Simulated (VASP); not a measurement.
# TiTe2 (Fm-3m) in VASP: notebook

TiTe2 is run at these levels: PBE, r2SCAN; tasks: relaxation of cell and atoms, single point.

Everything below comes from runs of VASP 6.6.1. Logs are shortened: lines on timing, memory, paths and dates and some standing lists are left out, and cuts for length are marked.

## (1) The cell of the first run

The structure is cubic, space group Fm-3m (No. 225). Conventional cell: a = 7.492 Å, b = 7.492 Å, c = 7.492 Å, α = 90.00°, β = 90.00°, γ = 90.00°. Ti (site symmetry m-3m) has 8 Te at 3.24 Å within 4.3 Å. Te (site symmetry -43m) has 4 Ti at 3.24 Å and 6 Te at 3.75 Å within 4.3 Å.

## (2) Relaxation of cell and atoms, PBE

File INCAR:

```
PREC     = Accurate       # precision mode
ENCUT    = 600            # plane-wave cutoff, eV
EDIFF    = 1E-7           # SCF threshold, eV
ISMEAR   = -1             # smearing method
SIGMA    = 0.02           # smearing width, eV
LREAL    = False          # projectors in reciprocal space
LASPH    = True           # aspherical terms in the spheres
NELM     = 100            # most SCF steps
ALGO     = Normal         # electronic algorithm
ISIF     = 3              # what is computed and relaxed
LWAVE    = False          # write WAVECAR
LCHARG   = False          # write CHGCAR
GGA      = PE             # functional
IBRION   = 2              # ionic algorithm
NSW      = 80             # ionic steps
EDIFFG   = -0.005         # ionic threshold
```

File KPOINTS:

```
Automatic mesh
0
Gamma
  6 6 6
```

File POSCAR:

```
TiTe2
1.0
    0.0000000000      3.7461245661      3.7461245661
    3.7461245661      0.0000000000      3.7461245661
    3.7461245661      3.7461245661      0.0000000000
Ti Te
1 2
Direct
    0.0000000000      0.0000000000      0.0000000000
    0.2500000000      0.2500000000      0.2500000000
    0.7500000000      0.7500000000      0.7500000000
```

Potentials or basis: VASP PAW PBE potentials, release 64 (Ti_sv, Te).

On the command line:

```sh
> cat potpaw_PBE.64/Ti_sv/POTCAR potpaw_PBE.64/Te/POTCAR > POTCAR
> mpirun -np 1 vasp_std > vasp.out
```

OUTCAR:

```text
PREC = Accurate
   ENCUT = 600
   EDIFF = 1E-7
   ISMEAR = -1
   LREAL = False
   LASPH = True
   NELM = 100
   ISIF = 3
   GGA = PE
   IBRION = 2
   NSW = 80
   EDIFFG = -0.005

 ion  position               nearest neighbor table
   1  0.000  0.000  0.000-   3 3.24   3 3.24   3 3.24   2 3.24   2 3.24   2 3.24   3 3.24   2 3.24

   2  0.250  0.250  0.250-   1 3.24   1 3.24   1 3.24   1 3.24
   3  0.750  0.750  0.750-   1 3.24   1 3.24   1 3.24   1 3.24

  LATTYP: Found a face centered cubic cell.
 ALAT       =     7.4922491322

  Lattice vectors:

 A1 = (   0.0000000000,   3.7461245661,   3.7461245661)
 A2 = (   3.7461245661,   0.0000000000,   3.7461245661)
 A3 = (   3.7461245661,   3.7461245661,   0.0000000000)

Analysis of symmetry for initial positions (statically):
=====================================================================
 Subroutine PRICEL returns:
 Original cell was already a primitive cell.

 Routine SETGRP: Setting up the symmetry group for a
 face centered cubic supercell.

 Subroutine GETGRP returns: Found 48 space group operations
 (whereof 48 operations were pure point group operations)
 out of a pool of 48 trial point group operations.

The static configuration has the point symmetry O_h .

Analysis of symmetry for dynamics (positions and initial velocities):
=====================================================================
 Subroutine PRICEL returns:
 Original cell was already a primitive cell.

 Routine SETGRP: Setting up the symmetry group for a
 face centered cubic supercell.

 Subroutine GETGRP returns: Found 48 space group operations
 (whereof 48 operations were pure point group operations)
 out of a pool of 48 trial point group operations.

The dynamic configuration has the point symmetry O_h .

 Subroutine INISYM returns: Found 48 space group operations
 (whereof 48 operations are pure point group operations),
 and found     1 'primitive' translations

----------------------------------------------------------------------------------------

                                     Primitive cell

  volume of cell :     105.1421

  direct lattice vectors                    reciprocal lattice vectors
     0.000000000  3.746124566  3.746124566    -0.133471269  0.133471269  0.133471269
     3.746124566  0.000000000  3.746124566     0.133471269 -0.133471269  0.133471269
     3.746124566  3.746124566  0.000000000     0.133471269  0.133471269 -0.133471269

  length of vectors
     5.297820168  5.297820168  5.297820168     0.231179019  0.231179019  0.231179019

[... 70 lines left out ...]
   LASPH  =      T    aspherical Exc in radial PAW
   ENCUT  =  600.0 eV  44.10 Ry    6.64 a.u.  10.58 10.58 10.58*2*pi/ulx,y,z
   NELM   =    100;   NELMIN=  2; NELMDL= -5     # of ELM steps
   EDIFF  = 0.1E-06   stopping-criterion for ELM
   LREAL  =      F    real-space projection
   EDIFFG = -.5E-02   stopping-criterion for IOM
   NSW    =     80    number of steps for IOM
   IBRION =      2    ionic relax: 0-MD 1-quasi-New 2-CG
   NFREE  =      1    steps in history (QN), initial steepest desc. (CG)
   ISIF   =      3    stress and relaxation
   ISYM   =      2    0-nonsym 1-usesym 2-fastsym
   POTIM  = 0.5000    time-step for ionic-motion
   TEBEG  =    0.0;   TEEND  =   0.0 temperature during run
   PSTRESS=    0.0 pullay stress
   NELECT =      24.0000    total number of electrons
   NUPDOWN=      -1.0000    fix difference up-down
   EMIN   =  10.00;   EMAX   =-10.00  energy-range for DOS
   EFERMI =   0.00;   METHOD = LEGACY
   ISMEAR =    -1;   SIGMA  =   0.02  broadening in eV -4-tet -1-fermi 0-gaus
   EFERMI_NEDOS =   21; number of points for ismear=-14 and -15
   IALGO  =     38    algorithm
   IMIX   =      4    mixing-type and parameters
     AMIX     =   0.40;   BMIX     =  1.00
     AMIX_MAG =   1.60;   BMIX_MAG =  1.00
  volume/ion in A,a.u.               =      35.05       236.51
  Fermi-wavevector in a.u.,A,eV,Ry     =   1.000506  1.890682 13.619599  1.001012
  Thomas-Fermi vector in A             =   2.132867
   LORBIT       =      0    0 simple, 1 ext, 2 COOP (PROOUT), +10 PAW based schemes
   GGA     = PE    functional components
   LHFCALC =     F    Hartree Fock is set to
   AEXX    =    0.0000 exact exchange contribution
   IVDW    =     0    specifies the selected vdW correction
   LEPSILON=     F    determine dielectric tensor
   LRPA    =     F    only Hartree local field effects (RPA)
 conjugate gradient relaxation of ions
 non-spin polarized calculation
  energy-cutoff  :      600.00
  volume of cell :      105.14
 maximum number of plane-waves:      3539
   NGX = 21   NGY = 21   NGZ = 21

--------------------------------------- Ionic step        1  -------------------------------------------

 number of electron      24.0000004 magnetization

 Free energy of the ion-electron system (eV)
  ---------------------------------------------------
  ext. energy  EPLUGINS =         0.00000000
  ---------------------------------------------------
  free energy    TOTEN  =       -14.20716615 eV

  energy without entropy =      -14.20065376  energy(sigma->0) =      -14.20390996

 E-fermi :   4.5281     XC(G=0):  -8.6502

 val. band max:        4.5146238560   @ k =   0.0000   0.0000   0.0000
 cond. band min:       4.5631924817   @ k =   0.1667   0.1667   0.0000
 fundamental gap:      0.0485686257
 Fermi energy:         4.5280653071

 k-point     1 :       0.0000    0.0000    0.0000
  band No.  band energies     occupation
      1     -53.7286      2.00000
      2     -29.9429      2.00000
      3     -29.9429      2.00000
      4     -29.9429      2.00000
      5      -7.1651      2.00000
      6      -4.9640      2.00000
[... 397 lines left out ...]
  FREE ENERGIE OF THE ION-ELECTRON SYSTEM (eV)
  ---------------------------------------------------
  free  energy   TOTEN  =       -15.0311112888 eV

  energy  without entropy=      -15.0215057348  energy(sigma->0) =      -15.02630851

[... ionic steps 4 to 13 ...]

--------------------------------------- Ionic step       14  -------------------------------------------

 number of electron      24.0000000 magnetization

------------------------ aborting loop because EDIFF is reached ----------------------------------------
[... 69 lines left out ...]
--------------------------------------- Ionic step       16  -------------------------------------------

 number of electron      24.0000000 magnetization

 Free energy of the ion-electron system (eV)
  ---------------------------------------------------
  ext. energy  EPLUGINS =         0.00000000
  ---------------------------------------------------
  free energy    TOTEN  =       -15.03111160 eV

  energy without entropy =      -15.02150222  energy(sigma->0) =      -15.02630691

 E-fermi :   7.4317     XC(G=0):  -9.7841

 val. band max:        7.4161234806   @ k =  -0.3333   0.5000   0.1667
 cond. band min:       7.4414366270   @ k =  -0.3333   0.3333   0.1667
 fundamental gap:      0.0253131464
 Fermi energy:         7.4316620570

 k-point     1 :       0.0000    0.0000    0.0000
  band No.  band energies     occupation
      1     -50.3404      2.00000
      2     -26.5948      2.00000
      3     -26.5948      2.00000
      4     -26.5948      2.00000
      5      -5.8173      2.00000
      6      -2.0004      2.00000
[... 323 lines left out ...]
  FREE ENERGIE OF THE ION-ELECTRON SYSTEM (eV)
  ---------------------------------------------------
  free  energy   TOTEN  =       -15.0311116048 eV

  energy  without entropy=      -15.0215022242  energy(sigma->0) =      -15.02630691

 reached required accuracy - stopping structural energy minimisation
```

OSZICAR:

```text
N       E                     dE             d eps       ncg     rms          rms(c)
DAV:   1     0.181126200964E+03    0.18113E+03   -0.11303E+04   512   0.147E+03
DAV:   2     0.204725972122E+01   -0.17908E+03   -0.17804E+03   560   0.335E+02
DAV:   3    -0.177974079699E+02   -0.19845E+02   -0.18487E+02   920   0.934E+01
[... 173 lines left out ...]
DAV:   6    -0.150311092722E+02   -0.62680E-05   -0.10900E-05   688   0.140E-02    0.191E-02
DAV:   7    -0.150311117103E+02   -0.24380E-05   -0.11111E-05   744   0.160E-02    0.398E-03
DAV:   8    -0.150311117604E+02   -0.50172E-07   -0.29126E-06   808   0.743E-03    0.272E-03
DAV:   9    -0.150311116368E+02    0.12367E-06   -0.22558E-07   424   0.352E-03    0.394E-04
DAV:  10    -0.150311116048E+02    0.32007E-07   -0.14181E-08   256   0.116E-03
  16 F= -.15031112E+02 E0= -.15026307E+02  d E =-.296024E-03
```

It took 3.9 min on 1 thread of Intel Xeon 6975P-C (Granite Rapids), shared host; peak memory 0.29 GiB.

What came out:

```
Free energy                            : -15.0311 eV
Relaxed volume                         : 27.03 Å³/atom
Relaxed cell                           : a = 4.858 Å, b = 4.858 Å, c = 4.858 Å, α = 60.00°, β = 60.00°, γ = 60.00°
Space group after relaxing (to 0.05 Å) : Fm-3m (No. 225)
Energy gained by relaxing              : 274.6 meV/atom
Ionic steps                            : 16
Pressure after relaxing                : 0.0 GPa
Band gap on the k mesh                 : zero (band 12 reaches 7.53 eV, above the bottom of band 13 at 7.20 eV)
```

The path:
```tsv
step	energy change (eV)	largest force (eV/Å)	pressure (GPa)	volume (Å³)
1	0.0000	0.0000	-8.80	105.14
2	-0.8077	0.0000	2.08	78.49
3	-0.8239	0.0000	0.03	81.07
4	-0.8235	0.0000	-0.30	81.52
5	-0.8236	0.0000	-0.29	81.50
6	-0.8236	0.0000	-0.26	81.45
7	-0.8237	0.0000	-0.26	81.45
8	-0.8237	0.0000	-0.26	81.45
9	-0.8237	0.0000	-0.25	81.45
10	-0.8237	0.0000	-0.25	81.44
11	-0.8237	0.0000	-0.23	81.42
12	-0.8238	0.0000	-0.21	81.38
13	-0.8238	0.0000	-0.16	81.31
14	-0.8239	0.0000	-0.05	81.17
15	-0.8238	0.0000	0.15	80.88
16	-0.8239	0.0000	0.00	81.09
```

Final structure:
```
Ti Te
1.0
     0.00000    3.43545    3.43545
     3.43545    0.00000    3.43545
     3.43545    3.43545    0.00000
Ti Te
1 2
Direct
  0.00000 0.00000 0.00000
  0.25000 0.25000 0.25000
  0.75000 0.75000 0.75000
```

Caveat: the volume moved by over 15 % at a fixed basis, so the end points are rough; spin-orbit coupling is left out, which moves the levels of the heavy elements.

## (3) Relaxation of cell and atoms, r2SCAN

This run uses another cell than the first one, of 27.04 Å³/atom, 0.771 times its volume.

File POSCAR:

```
TiTe2
1.0
    0.0000000000      3.4356562562      3.4356562562
    3.4356562562      0.0000000000      3.4356562562
    3.4356562562      3.4356562562      0.0000000000
Ti Te
1 2
Direct
    0.0000000000      0.0000000000      0.0000000000
    0.2500000000      0.2500000000      0.2500000000
    0.7500000000      0.7500000000      0.7500000000
```

File INCAR.step1:

```
SYSTEM = TiTe2
PREC = Accurate ; ENCUT = 600
ISMEAR = -1 ; SIGMA = 0.02
LREAL = .FALSE. ; LASPH = .TRUE.
NELM = 100 ; GGA = PE
ALGO = Normal ; EDIFF = 1E-4
LWAVE = .TRUE. ; LCHARG = .FALSE.
```

File INCAR.step2:

```
SYSTEM = TiTe2
PREC = Accurate ; ENCUT = 600
EDIFF = 1E-6 ; ISMEAR = -1
SIGMA = 0.02 ; LREAL = .FALSE.
LASPH = .TRUE. ; NELM = 100
ALGO = Normal ; ISIF = 3
LWAVE = .FALSE. ; LCHARG = .FALSE.
METAGGA = R2SCAN ; LMIXTAU = .TRUE.
IBRION = 2 ; NSW = 80
EDIFFG = -0.005 ; ISTART = 1
```

File KPOINTS:

```
Automatic mesh
0
G
  6 6 6
  0 0 0
```

Potentials or basis: VASP PAW PBE potentials, release 64 (Ti_sv, Te).

On the command line:

```sh
> cat potpaw_PBE.64/Ti_sv/POTCAR potpaw_PBE.64/Te/POTCAR > POTCAR
> cp INCAR.step1 INCAR
> mpirun -np 1 vasp_std > vasp.out
> cp INCAR.step2 INCAR
> mpirun -np 1 vasp_std > vasp.out
```

OUTCAR:

```text
SYSTEM = TiTe2
   PREC = Accurate
   ENCUT = 600
   EDIFF = 1E-6
   ISMEAR = -1
   LREAL = .FALSE.
   LASPH = .TRUE.
   NELM = 100
   ISIF = 3
   METAGGA = R2SCAN
   IBRION = 2
   NSW = 80
   EDIFFG = -0.005
   ISTART = 1

 ion  position               nearest neighbor table
   1  0.000  0.000  0.000-   3 2.98   3 2.98   3 2.98   2 2.98   3 2.98   2 2.98   2 2.98   2 2.98

   2  0.250  0.250  0.250-   1 2.98   1 2.98   1 2.98   1 2.98   3 3.44   3 3.44   3 3.44   3 3.44
                             3 3.44   3 3.44
   3  0.750  0.750  0.750-   1 2.98   1 2.98   1 2.98   1 2.98   2 3.44   2 3.44   2 3.44   2 3.44
                             2 3.44   2 3.44

  LATTYP: Found a face centered cubic cell.
 ALAT       =     6.8713125124

  Lattice vectors:

 A1 = (   0.0000000000,   3.4356562562,   3.4356562562)
 A2 = (   3.4356562562,   0.0000000000,   3.4356562562)
 A3 = (   3.4356562562,   3.4356562562,   0.0000000000)

Analysis of symmetry for initial positions (statically):
=====================================================================
 Subroutine PRICEL returns:
 Original cell was already a primitive cell.

 Routine SETGRP: Setting up the symmetry group for a
 face centered cubic supercell.

 Subroutine GETGRP returns: Found 48 space group operations
[... 148 lines left out ...]
--------------------------------------- Ionic step        1  -------------------------------------------

 number of electron      24.0000001 magnetization

 Free energy of the ion-electron system (eV)
  ---------------------------------------------------
  ext. energy  EPLUGINS =         0.00000000
  ---------------------------------------------------
  free energy    TOTEN  =       -64.86540279 eV

  energy without entropy =      -64.85770192  energy(sigma->0) =      -64.86155236

------------------------ aborting loop because EDIFF is reached ----------------------------------------

  FORCE on cell =-STRESS in cart. coord.  units (eV):
  Direction    XX          YY          ZZ          XY          YZ          ZX
  --------------------------------------------------------------------------------------
  -------------------------------------------------------------------------------------
  Total        0.1723063      0.1723063      0.1723063     -0.0000000      0.0000000      0.0000000
  in kB        3.4037115      3.4037115      3.4037115     -0.0000000      0.0000000      0.0000000
  external PRESSURE =       3.4037115 kB  Pullay stress =       0.0000000 kB
[... 61 lines left out ...]
--------------------------------------- Ionic step        3  -------------------------------------------

 number of electron      24.0000000 magnetization

 Free energy of the ion-electron system (eV)
  ---------------------------------------------------
  ext. energy  EPLUGINS =         0.00000000
  ---------------------------------------------------
  free energy    TOTEN  =       -64.86589704 eV

  energy without entropy =      -64.85831776  energy(sigma->0) =      -64.86210740

 E-fermi :   7.3994     XC(G=0): -10.2810

 val. band max:        7.3913574889   @ k =  -0.3333   0.3333   0.0000
 cond. band min:       7.4030403180   @ k =  -0.1667   0.1667   0.0000
 fundamental gap:      0.0116828292
 Fermi energy:         7.3993974276

 k-point     1 :       0.0000    0.0000    0.0000
  band No.  band energies     occupation
      1     -53.0159      2.00000
      2     -28.2204      2.00000
      3     -28.2204      2.00000
      4     -28.2203      2.00000
      5      -6.4525      2.00000
      6      -2.3640      2.00000
[... 323 lines left out ...]
  FREE ENERGIE OF THE ION-ELECTRON SYSTEM (eV)
  ---------------------------------------------------
  free  energy   TOTEN  =       -64.8658970415 eV

  energy  without entropy=      -64.8583177648  energy(sigma->0) =      -64.86210740

 reached required accuracy - stopping structural energy minimisation
```

OSZICAR.step1:

```text
N       E                     dE             d eps       ncg     rms          rms(c)
DAV:   1     0.183995971462E+03    0.18400E+03   -0.11663E+04   512   0.155E+03
DAV:   2     0.144893488595E+01   -0.18255E+03   -0.18123E+03   528   0.351E+02
DAV:   3    -0.170644923416E+02   -0.18513E+02   -0.17715E+02   896   0.941E+01
DAV:   4    -0.174679097577E+02   -0.40342E+00   -0.40332E+00   608   0.150E+01
DAV:   5    -0.174814922477E+02   -0.13582E-01   -0.13582E-01   856   0.249E+00    0.134E+01
DAV:   6    -0.187220403872E+02   -0.12405E+01   -0.79038E+01   720   0.446E+01    0.182E+01
DAV:   7    -0.153227805886E+02    0.33993E+01   -0.65257E+01   752   0.417E+01    0.615E+00
DAV:   8    -0.150290668464E+02    0.29371E+00   -0.24229E+00   648   0.101E+01    0.257E+00
DAV:   9    -0.150972496202E+02   -0.68183E-01   -0.70679E-01   784   0.494E+00    0.243E+00
DAV:  10    -0.150299455502E+02    0.67304E-01   -0.64994E-01   720   0.474E+00    0.864E-01
DAV:  11    -0.150291097437E+02    0.83581E-03   -0.25427E-02   680   0.982E-01    0.411E-01
DAV:  12    -0.150293930147E+02   -0.28327E-03   -0.84115E-03   696   0.551E-01    0.358E-01
DAV:  13    -0.150289378396E+02    0.45518E-03   -0.25769E-03   672   0.297E-01    0.988E-02
DAV:  14    -0.150289491892E+02   -0.11350E-04   -0.73544E-05   336   0.679E-02
   1 F= -.15028949E+02 E0= -.15024134E+02  d E =-.963090E-02
```

Run time: 2.3 min. Hardware: 1 thread of Intel Xeon 6975P-C (Granite Rapids), shared host; peak memory 0.26 GiB.

Results:

```
Free energy                            : -64.8659 eV
Relaxed volume                         : 27.19 Å³/atom
Relaxed cell                           : a = 4.868 Å, b = 4.868 Å, c = 4.868 Å, α = 60.00°, β = 60.00°, γ = 60.00°
Space group after relaxing (to 0.05 Å) : Fm-3m (No. 225)
Energy gained by relaxing              : 0.2 meV/atom
Ionic steps                            : 3
Pressure after relaxing                : 0.0 GPa
Band gap on the k mesh                 : zero (band 12 reaches 7.47 eV, above the bottom of band 13 at 7.25 eV)
```

The path:
```
step  energy change (eV)  largest force (eV/Å)  pressure (GPa)  volume (Å³)
   1              0.0000                0.0000            0.34        81.11
   2             -0.0004                0.0000           -0.15        81.78
   3             -0.0005                0.0000            0.00        81.57
```

Final structure:
```
CELL_PARAMETERS angstrom
0.00000 3.44223 3.44223
3.44223 0.00000 3.44223
3.44223 3.44223 0.00000
ATOMIC_POSITIONS crystal
Ti 0.00000 0.00000 0.00000
Te 0.25000 0.25000 0.25000
Te 0.75000 0.75000 0.75000
```

Levels at points of the mesh, in eV from the Fermi level:
```tsv
k point	band 10	band 11	band 12	band 13	band 14	band 15
(0.00, 0.00, 0.00)	-0.45	-0.45	-0.45	-0.08	-0.08	2.02
(0.50, 0.00, 0.00)	-2.96	-2.96	-2.63	0.04	0.04	0.80
(0.50, 0.50, 0.00)	-1.40	-1.40	-0.39	0.34	0.80	1.69
```

Caveat: the PAW data sets were made with another functional, which shifts forces and pressure a little; spin-orbit coupling is left out, which moves the levels of the heavy elements.

(Part 1 of 2 ends here.)
